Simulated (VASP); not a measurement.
# GaP (Fm-3m) in VASP: notebook, part 2 of 2

VASP 6.6.1. Earlier steps stand in the parts before.

## (4) Single point, PBE

Contents of INCAR:

```
SYSTEM = GaP
ALGO = Normal
EDIFF = 1E-6
ENCUT = 520
GGA = PE
ISIF = 2
ISMEAR = 1
LASPH = .TRUE.
LCHARG = .FALSE.
LREAL = .FALSE.
LWAVE = .FALSE.
NBANDS = 16
NELM = 100
PREC = Accurate
SIGMA = 0.001
```

Contents of KPOINTS:

```
k-points
0
G
  6 6 6
  0 0 0
```

Contents of POSCAR:

```
GaP
1.0
    0.0000000000      2.5585353464      2.5585353464
    2.5585353464      0.0000000000      2.5585353464
    2.5585353464      2.5585353464      0.0000000000
Ga P
1 1
Direct
    0.0000000000      0.0000000000      0.0000000000
    0.5000000000      0.5000000000      0.5000000000
```

Potentials or basis: VASP PAW PBE potentials, release 64 (Ga_d, P).

The run is started by

```
$ cat potpaw_PBE.64/Ga_d/POTCAR potpaw_PBE.64/P/POTCAR > POTCAR
$ mpirun -np 1 vasp_std > vasp.out
```

OUTCAR:

```text
SYSTEM = GaP
   EDIFF = 1E-6
   ENCUT = 520
   GGA = PE
   ISIF = 2
   ISMEAR = 1
   LASPH = .TRUE.
   LREAL = .FALSE.
   NELM = 100
   PREC = Accurate

 ion  position               nearest neighbor table
   1  0.000  0.000  0.000-   2 2.56   2 2.56   2 2.56   2 2.56   2 2.56   2 2.56
   2  0.500  0.500  0.500-   1 2.56   1 2.56   1 2.56   1 2.56   1 2.56   1 2.56

  LATTYP: Found a face centered cubic cell.
 ALAT       =     5.1170706928

  Lattice vectors:

 A1 = (   0.0000000000,   2.5585353464,   2.5585353464)
 A2 = (   2.5585353464,   0.0000000000,   2.5585353464)
 A3 = (   2.5585353464,   2.5585353464,   0.0000000000)

Analysis of symmetry for initial positions (statically):
=====================================================================
 Subroutine PRICEL returns:
 Original cell was already a primitive cell.

 Routine SETGRP: Setting up the symmetry group for a
 face centered cubic supercell.

 Subroutine GETGRP returns: Found 48 space group operations
 (whereof 48 operations were pure point group operations)
 out of a pool of 48 trial point group operations.

The static configuration has the point symmetry O_h .

Analysis of symmetry for dynamics (positions and initial velocities):
=====================================================================
 Subroutine PRICEL returns:
 Original cell was already a primitive cell.

 Routine SETGRP: Setting up the symmetry group for a
 face centered cubic supercell.

 Subroutine GETGRP returns: Found 48 space group operations
 (whereof 48 operations were pure point group operations)
 out of a pool of 48 trial point group operations.

The dynamic configuration has the point symmetry O_h .

 Subroutine INISYM returns: Found 48 space group operations
 (whereof 48 operations are pure point group operations),
 and found     1 'primitive' translations

----------------------------------------------------------------------------------------

[... 101 lines left out ...]
   IMIX   =      4    mixing-type and parameters
     AMIX     =   0.40;   BMIX     =  1.00
     AMIX_MAG =   1.60;   BMIX_MAG =  1.00
  volume/ion in A,a.u.               =      16.75       113.02
  Fermi-wavevector in a.u.,A,eV,Ry     =   1.330958  2.515145 24.102018  1.771448
  Thomas-Fermi vector in A             =   2.460005
   LORBIT       =      0    0 simple, 1 ext, 2 COOP (PROOUT), +10 PAW based schemes
   GGA     = PE    functional components
   LHFCALC =     F    Hartree Fock is set to
   AEXX    =    0.0000 exact exchange contribution
   IVDW    =     0    specifies the selected vdW correction
   LEPSILON=     F    determine dielectric tensor
   LRPA    =     F    only Hartree local field effects (RPA)
 non-spin polarized calculation
 Methfessel and Paxton  Order N= 1 SIGMA  =   0.00
  energy-cutoff  :      520.00
  volume of cell :       33.50
 maximum number of plane-waves:       934
   NGX = 13   NGY = 13   NGZ = 13

 number of electron      17.9999996 magnetization

 Free energy of the ion-electron system (eV)
  ---------------------------------------------------
  ext. energy  EPLUGINS =         0.00000000
  ---------------------------------------------------
  free energy    TOTEN  =        -8.32592372 eV

  energy without entropy =       -8.32591174  energy(sigma->0) =       -8.32591973

 E-fermi :   6.7425     XC(G=0): -11.0805

 val. band max:        6.6985772419   @ k =   0.0000   0.0000   0.0000
 cond. band min:       6.7428588552   @ k =   0.3333   0.0000   0.0000
 fundamental gap:      0.0442816133
 Fermi energy:         6.7424561296

 k-point     1 :       0.0000    0.0000    0.0000
  band No.  band energies     occupation
      1      -8.0113      2.00000
      2      -8.0113      2.00000
      3      -7.9859      2.00000
      4      -7.9859      2.00000
      5      -7.9859      2.00000
      6      -6.6951      2.00000
[... 281 lines left out ...]
      3      -7.9990      2.00000
      4      -7.9447      2.00000
      5      -7.9144      2.00000
      6      -2.5280      2.00000
[... 8 lines left out ...]
     15      20.3200      0.00000
     16      21.7404      0.00000

------------------------ aborting loop because EDIFF is reached ----------------------------------------

  FORCE on cell =-STRESS in cart. coord.  units (eV):
  Direction    XX          YY          ZZ          XY          YZ          ZX
  --------------------------------------------------------------------------------------
  -------------------------------------------------------------------------------------
  Total        0.4839275      0.4839275      0.4839275      0.0000000      0.0000000      0.0000000
  in kB       23.1465712     23.1465712     23.1465712      0.0000000      0.0000000      0.0000000
  external PRESSURE =      23.1465712 kB  Pullay stress =       0.0000000 kB

 VOLUME and BASIS-vectors are now :
 -----------------------------------------------------------------------------
  energy-cutoff  :      520.00
  volume of cell :       33.50
      direct lattice vectors                 reciprocal lattice vectors
     0.000000000  2.558535346  2.558535346    -0.195424308  0.195424308  0.195424308
     2.558535346  0.000000000  2.558535346     0.195424308 -0.195424308  0.195424308
     2.558535346  2.558535346  0.000000000     0.195424308  0.195424308 -0.195424308

 POSITION                                       TOTAL-FORCE (eV/Angst)
 -----------------------------------------------------------------------------------
      0.00000      0.00000      0.00000        -0.000000     -0.000000      0.000000
      2.55854      2.55854      2.55854         0.000000      0.000000     -0.000000
 -----------------------------------------------------------------------------------
    total drift:                               -0.000000      0.000000      0.000000

  FREE ENERGIE OF THE ION-ELECTRON SYSTEM (eV)
  ---------------------------------------------------
  free  energy   TOTEN  =        -8.3259237248 eV

  energy  without entropy=       -8.3259117445  energy(sigma->0) =       -8.32591973
```

OSZICAR:

```text
N       E                     dE             d eps       ncg     rms          rms(c)
DAV:   1     0.778793205439E+02    0.77879E+02   -0.92804E+03   536   0.174E+03
DAV:   2    -0.289349075512E+01   -0.80773E+02   -0.77174E+02   576   0.318E+02
DAV:   3    -0.840899883143E+01   -0.55155E+01   -0.54845E+01   648   0.620E+01
DAV:   4    -0.848947745379E+01   -0.80479E-01   -0.80457E-01   632   0.785E+00
DAV:   5    -0.849101565524E+01   -0.15382E-02   -0.15382E-02   656   0.973E-01    0.374E+00
DAV:   6    -0.833544176728E+01    0.15557E+00   -0.26693E-01   728   0.997E+00    0.238E+00
DAV:   7    -0.832542213516E+01    0.10020E-01   -0.56521E-02   720   0.182E+00    0.939E-01
DAV:   8    -0.832586357878E+01   -0.44144E-03   -0.58728E-03   664   0.109E+00    0.131E-01
DAV:   9    -0.832591802856E+01   -0.54450E-04   -0.55718E-04   656   0.368E-01    0.848E-02
DAV:  10    -0.832591598674E+01    0.20418E-05   -0.30664E-05   656   0.478E-02    0.472E-02
DAV:  11    -0.832592389547E+01   -0.79087E-05   -0.12551E-05   648   0.393E-02    0.252E-03
DAV:  12    -0.832592372482E+01    0.17065E-06   -0.75459E-07   392   0.835E-03
   1 F= -.83259237E+01 E0= -.83259197E+01  d E =-.119804E-04
```

stdout:

```text
POSCAR found type information on POSCAR GaP
 POSCAR found :  2 types and       2 ions
 scaLAPACK will be used
 LDA part: xc-table for (Slater+PW92), standard interpolation
 POSCAR, INCAR and KPOINTS ok, starting setup
 FFT: planning ... GRIDC
 FFT: planning ... GRID_SOFT
 FFT: planning ... GRID
 WAVECAR not read
 entering main loop
```

Wall time 9.6 s (1 thread of AMD EPYC 7R13 (Zen 3), shared host); peak memory 0.13 GiB.

What came out:

| Item | Value |
| --- | --- |
| Free energy | -8.3259 eV |
| Pressure | 2.3 GPa |
| Band gap on the k mesh | zero (band 9 reaches 7.26 eV, above the bottom of band 10 at 3.96 eV) |

## (5) Single point, PBE, collinear spin, zero start

Contents of INCAR:

```
SYSTEM = GaP
PREC = Accurate ; ENCUT = 520
EDIFF = 1E-6 ; ISMEAR = -1
SIGMA = 0.02 ; LREAL = .FALSE.
LASPH = .TRUE. ; NELM = 150
ALGO = Normal ; ISIF = 2
LWAVE = .FALSE. ; LCHARG = .TRUE.
ISPIN = 2 ; MAGMOM = 0 0
LORBIT = 11 ; GGA = PE
LELF = .TRUE. ; LVHAR = .TRUE.
NBANDS = 20
```

Contents of KPOINTS:

```
regular mesh
0
G
  6 6 6
  0 0 0
```

POSCAR is that of step 4.

Potentials or basis: VASP PAW PBE potentials, release 64 (Ga_d, P).

The run is started by

```
$ cat potpaw_PBE.64/Ga_d/POTCAR potpaw_PBE.64/P/POTCAR > POTCAR
$ mpirun -np 1 vasp_std > vasp.out
```

OUTCAR:

```text
SYSTEM = GaP
   PREC = Accurate
   ENCUT = 520
   EDIFF = 1E-6
   ISMEAR = -1
   LREAL = .FALSE.
   LASPH = .TRUE.
   NELM = 150
   ISIF = 2
   ISPIN = 2
   LORBIT = 11
   GGA = PE

 ion  position               nearest neighbor table
   1  0.000  0.000  0.000-   2 2.56   2 2.56   2 2.56   2 2.56   2 2.56   2 2.56
   2  0.500  0.500  0.500-   1 2.56   1 2.56   1 2.56   1 2.56   1 2.56   1 2.56

  LATTYP: Found a face centered cubic cell.
 ALAT       =     5.1170706928

  Lattice vectors:

 A1 = (   0.0000000000,   2.5585353464,   2.5585353464)
 A2 = (   2.5585353464,   0.0000000000,   2.5585353464)
 A3 = (   2.5585353464,   2.5585353464,   0.0000000000)
[... 938 lines left out ...]

 VOLUME and BASIS-vectors are now :
 -----------------------------------------------------------------------------
  energy-cutoff  :      520.00
  volume of cell :       33.50
      direct lattice vectors                 reciprocal lattice vectors
     0.000000000  2.558535346  2.558535346    -0.195424308  0.195424308  0.195424308
     2.558535346  0.000000000  2.558535346     0.195424308 -0.195424308  0.195424308
     2.558535346  2.558535346  0.000000000     0.195424308  0.195424308 -0.195424308

 POSITION                                       TOTAL-FORCE (eV/Angst)
 -----------------------------------------------------------------------------------
      0.00000      0.00000      0.00000         0.000000     -0.000000      0.000000
      2.55854      2.55854      2.55854        -0.000000      0.000000     -0.000000
 -----------------------------------------------------------------------------------
    total drift:                               -0.000000      0.000000      0.000000

  FREE ENERGIE OF THE ION-ELECTRON SYSTEM (eV)
  ---------------------------------------------------
  free  energy   TOTEN  =        -8.3277442502 eV

  energy  without entropy=       -8.3249637486  energy(sigma->0) =       -8.32635400

 total charge

# of ion       s       p       d       tot
------------------------------------------
    1        0.893   0.672  10.010  11.575
    2        1.068   1.416   0.000   2.483
--------------------------------------------------
tot          1.961   2.088  10.010  14.059

 magnetization (x)

# of ion       s       p       d       tot
------------------------------------------
    1        0.000  -0.000  -0.000  -0.000
    2       -0.000  -0.000   0.000  -0.000
--------------------------------------------------
tot          0.000  -0.000  -0.000  -0.000
```

OSZICAR:

```text
N       E                     dE             d eps       ncg     rms          rms(c)
DAV:   1     0.998209760882E+02    0.99821E+02   -0.83577E+03  1436   0.136E+03
DAV:   2     0.112910035619E+01   -0.98692E+02   -0.91398E+02  1348   0.325E+02
DAV:   3    -0.832732342669E+01   -0.94564E+01   -0.93288E+01  1528   0.671E+01
DAV:   4    -0.849138719032E+01   -0.16406E+00   -0.16384E+00  1488   0.885E+00
DAV:   5    -0.849310097070E+01   -0.17138E-02   -0.17137E-02  1520   0.941E-01    0.374E+00
DAV:   6    -0.833728283880E+01    0.15582E+00   -0.18478E-01  1832   0.797E+00    0.236E+00
DAV:   7    -0.832725751053E+01    0.10025E-01   -0.49456E-02  1884   0.147E+00    0.959E-01
DAV:   8    -0.832769037888E+01   -0.43287E-03   -0.52603E-03  1564   0.866E-01    0.125E-01
DAV:   9    -0.832773291744E+01   -0.42539E-04   -0.48065E-04  1616   0.307E-01    0.842E-02
DAV:  10    -0.832773377301E+01   -0.85556E-06   -0.28322E-05  1480   0.372E-02    0.487E-02
DAV:  11    -0.832774224853E+01   -0.84755E-05   -0.53670E-06  1476   0.178E-02    0.188E-02
DAV:  12    -0.832774434392E+01   -0.20954E-05   -0.25623E-06  1436   0.154E-02    0.274E-03
DAV:  13    -0.832774425023E+01    0.93698E-07   -0.12381E-07   848   0.297E-03
   1 F= -.83277443E+01 E0= -.83263540E+01  d E =-.278050E-02  mag=    -0.0000
```

Run time: 23 s. Hardware: 1 thread of AMD EPYC 7R13 (Zen 3), shared host; peak memory 0.14 GiB.

What came out:

| Property | Result |
| --- | --- |
| Free energy | -8.3277 eV |
| Pressure | 2.3 GPa |
| Band gap on the k mesh | zero (filled and empty bands overlap) |
| Net moment | 0.00 μB per cell |
| Valence electrons inside the program's atomic spheres | Ga 11.57; P 2.48 |

## (6) Summary

| spin | smearing | gap on the mesh (eV) | pressure (GPa) |
| --- | --- | --- | --- |
| off | gaussian 0.2 eV | none | 2.4 |
| off | fermi-dirac 0.02 eV | none | 2.3 |
| off | methfessel-paxton 0.001 eV | none | 2.3 |
| collinear, zero start | fermi-dirac 0.02 eV | none | 2.3 |

Alike in all rows: task single point; level PBE; potentials or basis VASP PAW PBE potentials, release 64 (Ga_d, P); cell as given; k mesh 6 × 6 × 6; cutoff (eV) 520.

Every run on the cell as given and a fine mesh finds a metal.

Total energies depend on the potentials used, so only differences within one code and one set of settings carry meaning.
